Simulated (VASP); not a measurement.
# Ti5Si10H in VASP: single point with PBE+D3(BJ)

Aim: the single point of Ti5Si10H with PBE+D3(BJ).

Program: VASP 6.6.1. These are calculated values, not measurements. Logs are shortened: lines on timing, memory, paths and dates and some standing lists are left out, and cuts for length are marked.

### 1 The cell of the first run

The cell holds a slab with vacuum, 16 atoms: a = 4.704 Å, b = 4.704 Å, c = 27.461 Å, α = 90.00°, β = 90.00°, γ = 119.56°.

### 2 Single point, PBE+D3(BJ)

The input, INCAR:

```
ALGO = Normal
DIPOL = 0.5 0.5 0.477
EDIFF = 1E-6
ENCUT = 520
GGA = PE
IDIPOL = 3
ISIF = 2
ISMEAR = 0
IVDW = 12
LASPH = True
LCHARG = False
LDIPOL = True
LREAL = Auto
LWAVE = False
NBANDS = 64
NELM = 60
PREC = Accurate
SIGMA = 0.1
```

The input, KPOINTS:

```
k-points
0
Gamma
  7 7 1
```

The input, POSCAR:

```
Ti5Si10H
1.0
    4.7035829134      0.0000000000      0.0000000000
   -2.3206826702      4.0912252649      0.0000000000
    0.0000000000      0.0000000000     27.4614611160
Ti Si H
5 10 1
Direct
    0.5000000000      0.0000000000      0.3095246813
    0.0000000000      0.0000000000      0.3865550065
   -0.0007564916      0.4980354214      0.4641584267
    0.5035341139      0.4987508720      0.5424615927
    0.4969821733      0.0124002598      0.6194024747
    0.1634549967      0.3365450033      0.3095246813
    0.8365450033      0.6634549967      0.3095246813
    0.3365450033      0.6634549967      0.3865550065
    0.6634549967      0.3365450033      0.3865550065
    0.6617385918      0.8355994805      0.4643220905
    0.3385512015      0.1607132933      0.4643909642
    0.8381420391      0.1606469056      0.5415820825
    0.1659436027      0.8351067858      0.5412459611
    0.1538854982      0.3647407287      0.6178920555
    0.8355593587      0.6681130378      0.6219932916
    0.6306059874      0.3847472366      0.6638871079
```

Potentials or basis: VASP PAW PBE potentials, release 64 (Ti_sv, Si, H).

Command:

```sh
$ cat potpaw_PBE.64/Ti_sv/POTCAR potpaw_PBE.64/Si/POTCAR potpaw_PBE.64/H/POTCAR > POTCAR
$ mpirun -np 1 vasp_std > vasp.out
```

OUTCAR:

```text
EDIFF = 1E-6
   ENCUT = 520
   GGA = PE
   ISIF = 2
   ISMEAR = 0
   IVDW = 12
   LASPH = True
   LREAL = Auto
   NELM = 60
   PREC = Accurate
 IVDW          = 12

 ion  position               nearest neighbor table
   1  0.500  0.000  0.310-   8 2.52   9 2.52   6 2.71   7 2.71   6 2.71   7 2.71   6 2.74   7 2.74

   2  0.000  0.000  0.387-   6 2.52   7 2.52  10 2.54  11 2.55   9 2.71   8 2.71   9 2.71   8 2.71
                             8 2.74   9 2.74
   3  0.999  0.498  0.464-  13 2.53  12 2.54   9 2.54   8 2.54  11 2.70  10 2.71  10 2.71  11 2.71
                            10 2.74  11 2.75
   4  0.504  0.499  0.542-  14 2.52  10 2.55  11 2.55  15 2.57  12 2.71  13 2.71  13 2.72  12 2.72
                            12 2.73  13 2.74
   5  0.497  0.012  0.619-  13 2.54  12 2.55  14 2.65  15 2.68  14 2.69  15 2.71  15 2.78  14 2.83
[... 5 lines left out ...]
   8  0.337  0.663  0.387-   6 2.50  10 2.52   1 2.52   3 2.54   9 2.66   2 2.71   2 2.71   2 2.74
                             9 2.75   9 2.75
   9  0.663  0.337  0.387-   7 2.50  11 2.52   1 2.52   3 2.54   8 2.66   2 2.71   2 2.71   2 2.74
                             8 2.75   8 2.75
  10  0.662  0.836  0.464-  12 2.51   8 2.52   2 2.54   4 2.55  11 2.63   3 2.71   3 2.71   3 2.74
                            11 2.76  11 2.77  13 3.15
  11  0.339  0.161  0.464-  13 2.50   9 2.52   2 2.55   4 2.55  10 2.63   3 2.70   3 2.71   3 2.75
                            10 2.76  10 2.77
  12  0.838  0.161  0.542-  14 2.47  10 2.51   3 2.54   5 2.55  13 2.66   4 2.71   4 2.72   4 2.73
                            13 2.75  13 2.76
  13  0.166  0.835  0.541-  11 2.50   3 2.53   5 2.54  15 2.60  12 2.66   4 2.71   4 2.72   4 2.74
                            12 2.75  12 2.76  14 3.03  10 3.15
  14  0.154  0.365  0.618-  12 2.47   4 2.52  15 2.53   5 2.65   5 2.69  15 2.80   5 2.83  15 2.85
                            13 3.03
  15  0.836  0.668  0.622-  16 1.66  14 2.53   4 2.57  13 2.60   5 2.68   5 2.71   5 2.78  14 2.80
                            14 2.85
  16  0.631  0.385  0.664-  15 1.66

  LATTYP: Found a base centered orthorhombic cell.
 ALAT       =     4.7345895004
 B/A-ratio  =     1.7169100034
 C/A-ratio  =     5.8001778430

  Lattice vectors:

 A1 = (   4.7035829134,   0.0000000000,   0.0000000000)
 A2 = (  -2.3206826702,   4.0912252649,   0.0000000000)
 A3 = (   0.0000000000,   0.0000000000,  27.4614611160)

Analysis of symmetry for initial positions (statically):
=====================================================================
 Subroutine PRICEL returns:
 Original cell was already a primitive cell.

 Routine SETGRP: Setting up the symmetry group for a
 base centered orthorhombic supercell.

 Subroutine GETGRP returns: Found  1 space group operations
 (whereof  1 operations were pure point group operations)
 out of a pool of  8 trial point group operations.

The static configuration has the point symmetry C_1 .

Analysis of symmetry for dynamics (positions and initial velocities):
=====================================================================
 Subroutine PRICEL returns:
 Original cell was already a primitive cell.

 Routine SETGRP: Setting up the symmetry group for a
 base centered orthorhombic supercell.

 Subroutine GETGRP returns: Found  1 space group operations
 (whereof  1 operations were pure point group operations)
 out of a pool of  8 trial point group operations.

The dynamic configuration has the point symmetry C_1 .

 Subroutine INISYM returns: Found  1 space group operations
 (whereof  1 operations are pure point group operations),
 and found     1 'primitive' translations

----------------------------------------------------------------------------------------

                                     Primitive cell

  volume of cell :     528.4524

  direct lattice vectors                    reciprocal lattice vectors
     4.703582913  0.000000000  0.000000000     0.212603885  0.120596183  0.000000000
    -2.320682670  4.091225265  0.000000000     0.000000000  0.244425554  0.000000000
     0.000000000  0.000000000 27.461461116     0.000000000  0.000000000  0.036414668

  length of vectors
     4.703582913  4.703582913 27.461461116     0.244425554  0.244425554  0.036414668

  position of ions in fractional coordinates (direct lattice)
     0.500000000  0.000000000  0.309524681
     0.000000000  0.000000000  0.386555006
     0.999243508  0.498035421  0.464158427
     0.503534114  0.498750872  0.542461593
     0.496982173  0.012400260  0.619402475
     0.163454997  0.336545003  0.309524681
[... 8 lines left out ...]
     0.835559359  0.668113038  0.621993292
     0.630605987  0.384747237  0.663887108

  ion indices of the primitive-cell ions
   primitive index   ion index
                 1           1
                 2           2
                 3           3
[... 34 lines left out ...]

 Subroutine IBZKPT returns following result:
 ===========================================

 Found     25 irreducible k-points:

 Following reciprocal coordinates:
            Coordinates               Weight
  0.000000  0.000000  0.000000      1.000000
  0.142857 -0.000000  0.000000      2.000000
  0.000000  0.142857  0.000000      2.000000
  0.285714 -0.000000  0.000000      2.000000
  0.000000  0.285714  0.000000      2.000000
  0.428571 -0.000000  0.000000      2.000000
[... 16 lines left out ...]
 -0.285714  0.285714  0.000000      2.000000
  0.428571  0.428571  0.000000      2.000000
   k-points           NKPTS =     25   k-points in BZ     NKDIM =     25   number of bands    NBANDS=     64
   number of dos      NEDOS =    301   number of ions     NIONS =     16
   total plane-waves  NPLWV = 272160
   dimension x,y,z NGX =    36 NGY =   36 NGZ =  210
   dimension x,y,z NGXF=    72 NGYF=   72 NGZF=  420
   ions per type =               5  10   1
   NGX,Y,Z   is equivalent  to a cutoff of  12.72, 12.72, 12.71 a.u.
   NGXF,Y,Z  is equivalent  to a cutoff of  25.45, 25.45, 25.43 a.u.
 SYSTEM =  unknown system
   PREC   = accura    normal or accurate (medium, high low for compatibility)
   ISTART =      0    job   : 0-new  1-cont  2-samecut
   ICHARG =      2    charge: 1-file 2-atom 10-const
   ISPIN  =      1    spin polarized calculation?
   LNONCOLLINEAR =      F non collinear calculations
   LSORBIT =      F    spin-orbit coupling
   LASPH  =      T    aspherical Exc in radial PAW
   ENCUT  =  520.0 eV  38.22 Ry    6.18 a.u.   8.75  8.75 51.06*2*pi/ulx,y,z
   NELM   =     60;   NELMIN=  2; NELMDL= -5     # of ELM steps
   EDIFF  = 0.1E-05   stopping-criterion for ELM
   LREAL  =      T    real-space projection
   EDIFFG = 0.1E-04   stopping-criterion for IOM
   NSW    =      0    number of steps for IOM
   IBRION =     -1    ionic relax: 0-MD 1-quasi-New 2-CG
   NFREE  =      0    steps in history (QN), initial steepest desc. (CG)
   ISIF   =      2    stress and relaxation
   ISYM   =      2    0-nonsym 1-usesym 2-fastsym
   POTIM  = 0.5000    time-step for ionic-motion
   TEBEG  =    0.0;   TEEND  =   0.0 temperature during run
   PSTRESS=    0.0 pullay stress
   NELECT =     101.0000    total number of electrons
   NUPDOWN=      -1.0000    fix difference up-down
   EMIN   =  10.00;   EMAX   =-10.00  energy-range for DOS
   EFERMI =   0.00;   METHOD = LEGACY
   ISMEAR =     0;   SIGMA  =   0.10  broadening in eV -4-tet -1-fermi 0-gaus
   EFERMI_NEDOS =   21; number of points for ismear=-14 and -15
   IALGO  =     38    algorithm
   IMIX   =      4    mixing-type and parameters
     AMIX     =   0.40;   BMIX     =  1.00
     AMIX_MAG =   1.60;   BMIX_MAG =  1.00
  volume/ion in A,a.u.               =      33.03       222.89
  Fermi-wavevector in a.u.,A,eV,Ry     =   0.943004  1.782018 12.099059  0.889256
  Thomas-Fermi vector in A             =   2.070668
   LORBIT       =      0    0 simple, 1 ext, 2 COOP (PROOUT), +10 PAW based schemes
   GGA     = PE    functional components
   LHFCALC =     F    Hartree Fock is set to
   AEXX    =    0.0000 exact exchange contribution
   IVDW    =    12    specifies the selected vdW correction
   LEPSILON=     F    determine dielectric tensor
   LRPA    =     F    only Hartree local field effects (RPA)
 non-spin polarized calculation
 Gauss-broadening in eV      SIGMA  =   0.10
  energy-cutoff  :      520.00
  volume of cell :      528.45
 maximum number of plane-waves:     14249
   NGX = 17   NGY = 17   NGZ =103

 dipolmoment           0.000000      0.000000     -0.000398 electrons x Angstroem

 number of electron     101.0000011 magnetization

 dipolmoment           0.000000      0.000000      0.024756 electrons x Angstroem

 Free energy of the ion-electron system (eV)
  ---------------------------------------------------
  ext. energy  EPLUGINS =         0.00000000
  ---------------------------------------------------
  free energy    TOTEN  =      -100.64668107 eV

  energy without entropy =     -100.61182143  energy(sigma->0) =     -100.62925125

 E-fermi :   1.8400     XC(G=0):  -5.3687

 val. band max:        1.8285195695   @ k =   0.4286   0.2857   0.0000
 cond. band min:       1.8425672977   @ k =   0.2857   0.2857   0.0000
 fundamental gap:      0.0140477282
 Fermi energy:         1.8400059467

 k-point     1 :       0.0000    0.0000    0.0000
  band No.  band energies     occupation
      1     -55.0575      2.00000
      2     -55.0025      2.00000
      3     -54.4780      2.00000
      4     -54.4533      2.00000
      5     -54.4180      2.00000
      6     -31.5148      2.00000
[... 1549 lines left out ...]
     61       4.2677      0.00000
     62       4.6081      0.00000

 [... further k-points ...]

 [bands above 62 left out]

------------------------ aborting loop because EDIFF is reached ----------------------------------------

 vacuum level on the upper side and lower side of the slab       (xc-potential included)        -0.009        -0.225

 Edisp (eV)   -6.60378

 E8    (eV) :    -2.9505

  FORCE on cell =-STRESS in cart. coord.  units (eV):
  Direction    XX          YY          ZZ          XY          YZ          ZX
  --------------------------------------------------------------------------------------
  -------------------------------------------------------------------------------------
  Total      -6.47073    -8.50598     1.33052     0.35503     0.01125     0.06052
  in kB     -19.61814   -25.78868     4.03390     1.07640     0.03410     0.18348
  external pressure =      -13.79 kB  Pullay stress =        0.00 kB

 VOLUME and BASIS-vectors are now :
 -----------------------------------------------------------------------------
  energy-cutoff  :      520.00
  volume of cell :      528.45
      direct lattice vectors                 reciprocal lattice vectors
     4.703582913  0.000000000  0.000000000     0.212603885  0.120596183  0.000000000
    -2.320682670  4.091225265  0.000000000     0.000000000  0.244425554  0.000000000
     0.000000000  0.000000000 27.461461116     0.000000000  0.000000000  0.036414668

 POSITION                                       TOTAL-FORCE (eV/Angst)
 -----------------------------------------------------------------------------------
      2.35179      0.00000      8.50000        -0.014422      0.003145     -0.383356
      0.00000      0.00000     10.61537         0.014183      0.006684      0.304061
      3.54424      2.03758     12.74647        -0.016378     -0.011134      0.000397
      1.21097      2.04050     14.89679        -0.011942      0.009357     -0.027414
      2.30882      0.05073     17.00970         0.020085      0.012257      0.015471
     -0.01219      1.37688      8.50000         0.010997      0.215484     -0.120689
[... 8 lines left out ...]
      2.37964      2.73340     17.08084        -0.013665     -0.023828      0.004747
      2.07323      1.57409     18.23131         0.003338      0.012619      0.011552
 -----------------------------------------------------------------------------------
    total drift:                               -0.011304     -0.002863     -0.015437

  FREE ENERGIE OF THE ION-ELECTRON SYSTEM (eV)
  ---------------------------------------------------
  free  energy   TOTEN  =      -107.2504601450 eV

  energy  without entropy=     -107.2156005000  energy(sigma->0) =     -107.23303032

 vacuum level on the upper side and lower side of the slab         5.791         5.573
```

Wall time 38 min (1 thread of Intel Xeon 6975P-C (Granite Rapids), shared host); peak memory 0.87 GiB.

Results:

```yaml
Free_energy: -107.2505 eV
Largest_force: 0.384 eV/Å
Band_gap_on_the_k_mesh: zero (an odd number of electrons rules out a gap without spin polarisation)
Dispersion_energy_per_atom: -0.413 eV
```

Forces in eV/Å, atoms in the order of the input:
```
Ti  -0.014  0.003 -0.383
Ti   0.014  0.007  0.304
Ti  -0.016 -0.011  0.000
Ti  -0.012  0.009 -0.027
Ti   0.020  0.012  0.015
Si   0.011  0.215 -0.121
Si  -0.003 -0.218 -0.143
Si   0.061 -0.104  0.176
Si  -0.056  0.096  0.165
Si   0.000  0.001  0.005
Si  -0.005  0.001 -0.005
Si   0.005  0.001  0.003
Si  -0.011  0.010  0.012
Si   0.016 -0.011 -0.017
Si  -0.014 -0.024  0.005
H    0.003  0.013  0.012
```

Caveat: an odd number of electrons without spin polarisation forces a metal; a magnetic or distorted state may lie lower.
